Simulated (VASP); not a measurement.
# Au (Fd-3m) in VASP: further runs, part 2 of 2

VASP 6.6.1.

### Step 5. Relaxation of cell and atoms, revPBE

This run uses another cell than the first one, of 22.89 Å³/atom, 0.757 times its volume.

Input file INCAR:

```
SYSTEM = Au
PREC     = Accurate       ! precision mode
ENCUT    = 600            ! plane-wave cutoff, eV
EDIFF    = 1E-6           ! SCF threshold, eV
ISMEAR   = -1             ! smearing method
SIGMA    = 0.1            ! smearing width, eV
LREAL    = .FALSE.        ! projectors in reciprocal space
LASPH    = .TRUE.         ! aspherical terms in the spheres
NELM     = 100            ! most SCF steps
ALGO     = Normal         ! electronic algorithm
ISIF     = 3              ! what is computed and relaxed
LWAVE    = .FALSE.        ! write WAVECAR
LCHARG   = .FALSE.        ! write CHGCAR
GGA      = RE             ! functional
IBRION   = 2              ! ionic algorithm
NSW      = 80             ! ionic steps
EDIFFG   = -0.01          ! ionic threshold
```

Input file KPOINTS:

```
regular mesh
0
G
  10 10 10
  0 0 0
```

Input file POSCAR:

```
Au
1.0
    0.0000000000      2.8394269867      2.8394269867
    2.8394269867      0.0000000000      2.8394269867
    2.8394269867      2.8394269867      0.0000000000
Au
2
Direct
    0.1250000000      0.1250000000      0.1250000000
    0.8750000000      0.8750000000      0.8750000000
```

Potentials or basis: VASP PAW PBE potentials, release 64 (Au).

On the command line:

```sh
cat potpaw_PBE.64/Au/POTCAR > POTCAR
mpirun -np 1 vasp_std > vasp.out
```

OUTCAR:

```text
SYSTEM = Au
   PREC = Accurate
   ENCUT = 600
   EDIFF = 1E-6
   ISMEAR = -1
   LREAL = .FALSE.
   LASPH = .TRUE.
   NELM = 100
   ISIF = 3
   GGA = RE
   IBRION = 2
   NSW = 80
   EDIFFG = -0.01

 ion  position               nearest neighbor table
   1  0.125  0.125  0.125-   2 2.46   2 2.46   2 2.46   2 2.46
   2  0.875  0.875  0.875-   1 2.46   1 2.46   1 2.46   1 2.46

  LATTYP: Found a face centered cubic cell.
 ALAT       =     5.6788539734

  Lattice vectors:

 A1 = (   0.0000000000,   2.8394269867,   2.8394269867)
 A2 = (   2.8394269867,   0.0000000000,   2.8394269867)
 A3 = (   2.8394269867,   2.8394269867,   0.0000000000)

Analysis of symmetry for initial positions (statically):
=====================================================================
 Subroutine PRICEL returns:
 Original cell was already a primitive cell.

 Routine SETGRP: Setting up the symmetry group for a
 face centered cubic supercell.

 Subroutine GETGRP returns: Found 48 space group operations
 (whereof 12 operations were pure point group operations)
 out of a pool of 48 trial point group operations.

The static configuration has the point symmetry D_3d.
 The point group associated with its full space group is O_h .

Analysis of symmetry for dynamics (positions and initial velocities):
=====================================================================
 Subroutine PRICEL returns:
 Original cell was already a primitive cell.

 Routine SETGRP: Setting up the symmetry group for a
 face centered cubic supercell.

 Subroutine GETGRP returns: Found 48 space group operations
 (whereof 12 operations were pure point group operations)
 out of a pool of 48 trial point group operations.

The dynamic configuration has the point symmetry D_3d.
 The point group associated with its full space group is O_h .

 Subroutine INISYM returns: Found 48 space group operations
 (whereof 12 operations are pure point group operations),
 and found     1 'primitive' translations

----------------------------------------------------------------------------------------

                                     Primitive cell

  volume of cell :      45.7849

  direct lattice vectors                    reciprocal lattice vectors
     0.000000000  2.839426987  2.839426987    -0.176091867  0.176091867  0.176091867
     2.839426987  0.000000000  2.839426987     0.176091867 -0.176091867  0.176091867
     2.839426987  2.839426987  0.000000000     0.176091867  0.176091867 -0.176091867

  length of vectors
     4.015556154  4.015556154  4.015556154     0.305000061  0.305000061  0.305000061

  position of ions in fractional coordinates (direct lattice)
     0.125000000  0.125000000  0.125000000
     0.875000000  0.875000000  0.875000000

  ion indices of the primitive-cell ions
   primitive index   ion index
                 1           1
                 2           2

----------------------------------------------------------------------------------------

 KPOINTS: regular mesh

Automatic generation of k-mesh.
 Grid dimensions read from file:
 generate k-points for:   10   10   10

 Generating k-lattice:

  Cartesian coordinates                     Fractional coordinates (reciprocal lattice)
    -0.017609187  0.017609187  0.017609187     0.100000000  0.000000000  0.000000000
     0.017609187 -0.017609187  0.017609187     0.000000000  0.100000000  0.000000000
     0.017609187  0.017609187 -0.017609187     0.000000000  0.000000000  0.100000000

  Length of vectors
     0.030500006  0.030500006  0.030500006

  Shift w.r.t. Gamma in fractional coordinates (k-lattice)
     0.000000000  0.000000000  0.000000000

 Subroutine IBZKPT returns following result:
 ===========================================

 Found     47 irreducible k-points:

 Following reciprocal coordinates:
            Coordinates               Weight
  0.000000  0.000000  0.000000      1.000000
  0.100000  0.000000  0.000000      8.000000
  0.200000  0.000000  0.000000      8.000000
  0.300000  0.000000  0.000000      8.000000
  0.400000  0.000000  0.000000      8.000000
  0.500000  0.000000  0.000000      4.000000
[... 16 lines left out ...]
  0.300000  0.300000  0.000000      6.000000
  0.400000  0.300000  0.000000     24.000000
 [... further k-points ...]
   k-points           NKPTS =     47   k-points in BZ     NKDIM =     47   number of bands    NBANDS=     15
   number of dos      NEDOS =    301   number of ions     NIONS =      2
   total plane-waves  NPLWV =  32768
   dimension x,y,z NGX =    32 NGY =   32 NGZ =   32
   dimension x,y,z NGXF=    64 NGYF=   64 NGZF=   64
   ions per type =               2
   NGX,Y,Z   is equivalent  to a cutoff of  13.25, 13.25, 13.25 a.u.
   NGXF,Y,Z  is equivalent  to a cutoff of  26.50, 26.50, 26.50 a.u.
 SYSTEM =  Au
   PREC   = accura    normal or accurate (medium, high low for compatibility)
   ISTART =      0    job   : 0-new  1-cont  2-samecut
   ICHARG =      2    charge: 1-file 2-atom 10-const
   ISPIN  =      1    spin polarized calculation?
   LNONCOLLINEAR =      F non collinear calculations
   LSORBIT =      F    spin-orbit coupling
   LASPH  =      T    aspherical Exc in radial PAW
   ENCUT  =  600.0 eV  44.10 Ry    6.64 a.u.   8.02  8.02  8.02*2*pi/ulx,y,z
   NELM   =    100;   NELMIN=  2; NELMDL= -5     # of ELM steps
   EDIFF  = 0.1E-05   stopping-criterion for ELM
   LREAL  =      F    real-space projection
   EDIFFG = -.1E-01   stopping-criterion for IOM
   NSW    =     80    number of steps for IOM
   IBRION =      2    ionic relax: 0-MD 1-quasi-New 2-CG
   NFREE  =      1    steps in history (QN), initial steepest desc. (CG)
   ISIF   =      3    stress and relaxation
   ISYM   =      2    0-nonsym 1-usesym 2-fastsym
   POTIM  = 0.5000    time-step for ionic-motion
   TEBEG  =    0.0;   TEEND  =   0.0 temperature during run
   PSTRESS=    0.0 pullay stress
   NELECT =      22.0000    total number of electrons
   NUPDOWN=      -1.0000    fix difference up-down
   EMIN   =  10.00;   EMAX   =-10.00  energy-range for DOS
   EFERMI =   0.00;   METHOD = LEGACY
   ISMEAR =    -1;   SIGMA  =   0.10  broadening in eV -4-tet -1-fermi 0-gaus
   EFERMI_NEDOS =   21; number of points for ismear=-14 and -15
   IALGO  =     38    algorithm
   IMIX   =      4    mixing-type and parameters
     AMIX     =   0.40;   BMIX     =  1.00
     AMIX_MAG =   1.60;   BMIX_MAG =  1.00
  volume/ion in A,a.u.               =      22.89       154.49
  Fermi-wavevector in a.u.,A,eV,Ry     =   1.282257  2.423114 22.370462  1.644183
  Thomas-Fermi vector in A             =   2.414579
   LORBIT       =      0    0 simple, 1 ext, 2 COOP (PROOUT), +10 PAW based schemes
   GGA     = RE    functional components
   LHFCALC =     F    Hartree Fock is set to
   AEXX    =    0.0000 exact exchange contribution
   IVDW    =     0    specifies the selected vdW correction
   LEPSILON=     F    determine dielectric tensor
   LRPA    =     F    only Hartree local field effects (RPA)
 conjugate gradient relaxation of ions
 non-spin polarized calculation
  energy-cutoff  :      600.00
  volume of cell :       45.78
 maximum number of plane-waves:      1544
   NGX = 17   NGY = 17   NGZ = 17

--------------------------------------- Ionic step        1  -------------------------------------------

 number of electron      22.0000000 magnetization

 Free energy of the ion-electron system (eV)
  ---------------------------------------------------
  ext. energy  EPLUGINS =         0.00000000
  ---------------------------------------------------
  free energy    TOTEN  =        -3.30016273 eV

  energy without entropy =       -3.27386271  energy(sigma->0) =       -3.28701272

 E-fermi :   5.5517     XC(G=0): -10.5032

 val. band max:        5.5121911210   @ k =   0.5000   0.1000   0.0000
 cond. band min:       5.6779472081   @ k =  -0.4000   0.2000   0.0000
 fundamental gap:      0.1657560871
 Fermi energy:         5.5516795726

 k-point     1 :       0.0000    0.0000    0.0000
  band No.  band energies     occupation
      1      -2.0429      2.00000
      2       0.1070      2.00000
      3       0.1070      2.00000
      4       0.2227      2.00000
      5       0.2227      2.00000
      6       0.2227      2.00000
      7       2.6795      2.00000
      8       2.6795      2.00000
      9       2.6795      2.00000
     10       4.2504      2.00000
     11       4.2504      2.00000
     12      15.8493      0.00000
     13      16.0999      0.00000
     14      16.8359      0.00000
[... 516 lines left out ...]
  FREE ENERGIE OF THE ION-ELECTRON SYSTEM (eV)
  ---------------------------------------------------
  free  energy   TOTEN  =        -4.2499929718 eV

  energy  without entropy=       -4.2265854945  energy(sigma->0) =       -4.23828923

[... ionic steps 4 to 16 ...]

--------------------------------------- Ionic step       17  -------------------------------------------

 number of electron      21.9999999 magnetization

------------------------ aborting loop because EDIFF is reached ----------------------------------------
[... 67 lines left out ...]
--------------------------------------- Ionic step       19  -------------------------------------------

 number of electron      21.9999999 magnetization

 Free energy of the ion-electron system (eV)
  ---------------------------------------------------
  ext. energy  EPLUGINS =         0.00000000
  ---------------------------------------------------
  free energy    TOTEN  =        -4.25009788 eV

  energy without entropy =       -4.22676559  energy(sigma->0) =       -4.23843173

 E-fermi :   2.6284     XC(G=0):  -8.9566

 val. band max:        2.6027260230   @ k =   0.5000   0.1000   0.0000
 cond. band min:       2.7252238160   @ k =  -0.4000   0.4000   0.0000
 fundamental gap:      0.1224977930
 Fermi energy:         2.6283841692

 k-point     1 :       0.0000    0.0000    0.0000
  band No.  band energies     occupation
      1      -3.0473      2.00000
      2      -1.2790      2.00000
      3      -1.2790      2.00000
      4      -1.2790      2.00000
      5      -1.2718      2.00000
      6      -1.2718      2.00000
      7       0.4144      2.00000
      8       0.4144      2.00000
      9       0.4144      2.00000
     10       1.3037      2.00000
     11       1.3037      2.00000
     12      10.8055      0.00000
     13      11.8483      0.00000
     14      11.8483      0.00000
[... 444 lines left out ...]
  FREE ENERGIE OF THE ION-ELECTRON SYSTEM (eV)
  ---------------------------------------------------
  free  energy   TOTEN  =        -4.2500978782 eV

  energy  without entropy=       -4.2267655877  energy(sigma->0) =       -4.23843173

 reached required accuracy - stopping structural energy minimisation
```

Wall time 2.8 min (1 thread of Intel Xeon Platinum 8488C (Sapphire Rapids), shared host); peak memory 0.2 GiB.

Results:

```yaml
Free_energy: -4.2501 eV
Relaxed_volume: 30.21 Å³/atom
Relaxed_cell: a = 4.404 Å, b = 4.404 Å, c = 4.404 Å, α = 60.00°, β = 60.00°, γ = 60.00°
Space_group_after_relaxing_to_0.05_Å: Fd-3m (No. 227)
Energy_gained_by_relaxing: 475.0 meV/atom
Ionic_steps: 19
Pressure_after_relaxing: 0.1 GPa
Band_gap_on_the_k_mesh: zero (band 11 reaches 2.84 eV, above the bottom of band 12 at 2.18 eV)
```

The path:
| step | energy change (eV) | largest force (eV/Å) | pressure (GPa) | volume (Å³) |
| --- | --- | --- | --- | --- |
| 1 | 0.0000 | 0.0000 | 28.30 | 45.78 |
| 2 | -0.5598 | 0.0000 | -5.29 | 78.15 |
| 3 | -0.9498 | 0.0000 | -0.16 | 60.71 |
| 4 | -0.9499 | 0.0000 | 0.08 | 60.38 |
| 5 | -0.9499 | 0.0000 | 0.08 | 60.38 |
| 6 | -0.9499 | 0.0000 | 0.08 | 60.39 |
| 7 | -0.9499 | 0.0000 | 0.07 | 60.39 |
| 8 | -0.9499 | 0.0000 | 0.07 | 60.39 |
| 9 | -0.9499 | 0.0000 | 0.07 | 60.39 |
| 10 | -0.9499 | 0.0000 | 0.07 | 60.39 |
| 11 | -0.9499 | 0.0000 | 0.07 | 60.39 |
| 12 | -0.9499 | 0.0000 | 0.07 | 60.39 |
| 13 | -0.9499 | 0.0000 | 0.07 | 60.39 |
| 14 | -0.9499 | 0.0000 | 0.08 | 60.39 |
| 15 | -0.9499 | 0.0000 | 0.08 | 60.39 |
| 16 | -0.9499 | 0.0000 | 0.08 | 60.39 |
| 17 | -0.9499 | 0.0000 | 0.07 | 60.39 |
| 18 | -0.9499 | 0.0000 | 0.06 | 60.40 |
| 19 | -0.9499 | 0.0000 | 0.05 | 60.42 |

Final structure:
```yaml
crystal:
  lattice:
    - [0.00000, 3.11441, 3.11441]
    - [3.11441, 0.00000, 3.11441]
    - [3.11441, 3.11441, 0.00000]
  atoms:
    - { symbol: Au, position: [0.12500, 0.12500, 0.12500] }
    - { symbol: Au, position: [0.87500, 0.87500, 0.87500] }
```

Caveat: the volume moved by over 15 % at a fixed basis, so the end points are rough; the PAW data sets were made with another functional, which shifts forces and pressure a little; spin-orbit coupling is left out, which moves the levels of the heavy elements.

### Step 6. Single point, revPBE (volume scaled by 1.04)

Input file INCAR:

```
PREC     = Accurate       # precision mode
ENCUT    = 520            # plane-wave cutoff, eV
EDIFF    = 1E-6           # SCF threshold, eV
ISMEAR   = -1             # smearing method
SIGMA    = 0.1            # smearing width, eV
LREAL    = F              # projectors in reciprocal space
LASPH    = T              # aspherical terms in the spheres
NELM     = 80             # most SCF steps
ALGO     = Normal         # electronic algorithm
ISIF     = 2              # what is computed and relaxed
LWAVE    = F              # write WAVECAR
LCHARG   = T              # write CHGCAR
GGA      = RE             # functional
LELF     = T              # ELF
LVHAR    = T            
NBANDS   = 18             # bands
```

Input file KPOINTS:

```
regular mesh
0
Gamma
  14 14 14
```

Input file POSCAR:

```
Au
1.0
    0.0000000000      3.1571272759      3.1571272759
    3.1571272759      0.0000000000      3.1571272759
    3.1571272759      3.1571272759      0.0000000000
Au
2
Direct
    0.1250000000      0.1250000000      0.1250000000
    0.8750000000      0.8750000000      0.8750000000
```

Potentials or basis: VASP PAW PBE potentials, release 64 (Au).

On the command line:

```sh
cat potpaw_PBE.64/Au/POTCAR > POTCAR
mpirun -np 1 vasp_std > vasp.out
```

Wall time 91 s (1 thread of Intel Xeon Platinum 8488C (Sapphire Rapids), shared host); peak memory 0.26 GiB.

The run converged. Its results:

| Property | Result |
| --- | --- |
| Free energy | -4.2447 eV |
| Pressure | -1.5 GPa |
| Band gap on the k mesh | zero (band 11 reaches 2.46 eV, above the bottom of band 12 at 1.81 eV) |

Levels at points of the mesh, in eV from the Fermi level:
| k point | band 9 | band 10 | band 11 | band 12 | band 13 | band 14 |
| --- | --- | --- | --- | --- | --- | --- |
| (0.00, 0.00, 0.00) | -2.15 | -1.34 | -1.34 | 7.82 | 8.95 | 8.95 |
| (0.50, 0.00, 0.00) | -1.43 | -1.43 | -0.50 | -0.49 | 6.45 | 6.45 |
| (0.50, 0.50, 0.00) | -1.29 | -1.29 | 0.17 | 0.17 | 3.79 | 3.79 |

Caveat: the cell differs from its parent crystal (volume scaled by 1.04); the PAW data sets were made with another functional, which shifts forces and pressure a little; spin-orbit coupling is left out, which moves the levels of the heavy elements.

### Step 7. Single point, revPBE (volume scaled by 1.12)

Input file INCAR:

```
SYSTEM = Au
PREC = Accurate
ENCUT = 520
EDIFF = 1E-7
ISMEAR = -1
SIGMA = 0.1
LREAL = .FALSE.
LASPH = .TRUE.
NELM = 100
ALGO = Normal
ISIF = 2
LWAVE = .FALSE.
LCHARG = .FALSE.
GGA = RE
NBANDS = 18
```

Input file KPOINTS:

```
regular mesh
0
G
  14 14 14
  0 0 0
```

Input file POSCAR:

```
Au
1.0
    0.0000000000      3.2360879635      3.2360879635
    3.2360879635      0.0000000000      3.2360879635
    3.2360879635      3.2360879635      0.0000000000
Au
2
Direct
    0.1250000000      0.1250000000      0.1250000000
    0.8750000000      0.8750000000      0.8750000000
```

On the command line:

```sh
cat potpaw_PBE.64/Au/POTCAR > POTCAR
mpirun -np 1 vasp_std > vasp.out
```

Wall time 86 s (1 thread of Intel Xeon Platinum 8488C (Sapphire Rapids), shared host); peak memory 0.26 GiB.

The run converged. Its results:

```
Free energy            : -4.1667 eV
Pressure               : -3.6 GPa
Band gap on the k mesh : zero (band 11 reaches 1.83 eV, above the bottom of band 12 at 1.42 eV)
```

Levels at points of the mesh, in eV from the Fermi level:
| k point | band 9 | band 10 | band 11 | band 12 | band 13 | band 14 |
| --- | --- | --- | --- | --- | --- | --- |
| (0.00, 0.00, 0.00) | -2.04 | -1.35 | -1.35 | 7.18 | 8.50 | 8.50 |
| (0.50, 0.00, 0.00) | -1.42 | -1.42 | -0.55 | -0.29 | 6.21 | 6.21 |
| (0.50, 0.50, 0.00) | -1.29 | -1.29 | 0.11 | 0.11 | 3.80 | 3.80 |

Caveat: the cell differs from its parent crystal (volume scaled by 1.12); the PAW data sets were made with another functional, which shifts forces and pressure a little; spin-orbit coupling is left out, which moves the levels of the heavy elements.

### Step 8. Overview

```tsv
task	cell	k mesh	cutoff (eV)	gap on the mesh (eV)	pressure (GPa)
single point	a = 4.407 Å, angles 60.0°, 2 atoms	10 × 10 × 10	520	none	0.0
single point	a = 4.223 Å, angles 60.0°, 2 atoms	14 × 14 × 14	520	none	8.3
single point	a = 4.286 Å, angles 60.0°, 2 atoms	14 × 14 × 14	520	none	4.7
relaxation of cell and atoms	relaxed from a = 4.016 Å, angles 60.0°, 2 atoms	10 × 10 × 10	600	none	0.1
single point	a = 4.465 Å, angles 60.0°, 2 atoms	14 × 14 × 14	520	none	-1.5
single point	a = 4.577 Å, angles 60.0°, 2 atoms	14 × 14 × 14	520	none	-3.6
```

Alike in all rows: level revPBE; potentials or basis VASP PAW PBE potentials, release 64 (Au); no spin polarisation; smearing fermi-dirac 0.1 eV.

Caveats: the PAW data sets were made with another functional, which shifts forces and pressure a little; spin-orbit coupling is left out, which moves the levels of the heavy elements; the volume moved by over 15 % at a fixed basis, so the end points are rough (some runs).

Total energies depend on the potentials used, so only differences within one code and one set of settings carry meaning.
